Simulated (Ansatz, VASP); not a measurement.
## One calculation of SnTe, two programs

```xyz
2
Lattice="5.1069 0.0000 0.0000 2.5535 4.4227 0.0000 2.5535 1.4742 4.1698" Properties=species:S:1:pos:R:3 pbc="T T T"
Sn    0.0000    0.0000    0.0000
Te    7.6604    4.4227    3.1273
```

Alike in both runs: task relaxation of cell and atoms; functional PBEsol; dispersion D3(BJ); k mesh 4 × 4 × 4; occupations fermi-dirac, width 0.05 eV; no spin polarisation.

|  | VASP | Ansatz |
| --- | --- | --- |
| version | VASP 6.6.1 | Ansatz 0.2.0 |
| potentials or method | VASP PAW PBE potentials, release 64 (Sn_d, Te) | plane waves, PAW |
| plane-wave cutoff (eV) | 500 | 420 |
| valence electrons in the cell | 20 | 30 |

Ansatz gave:

* relaxed volume (Å³/atom): 42.41
* relaxed cell length with the largest relative difference (Å): 4.932

Q: What did VASP give for the same quantities?

A: Relaxed volume (Å³/atom): 42.38; relaxed cell length with the largest relative difference (Å): 4.931.

VASP's potentials were made for PBE, not for PBEsol. VASP's potentials hold 20 valence electrons a cell and Ansatz's 30, so a difference there can come from the potentials and not from the codes.

The k mesh is coarse, so the values compare programs but aren't converged. Neither program's run includes spin-orbit coupling.
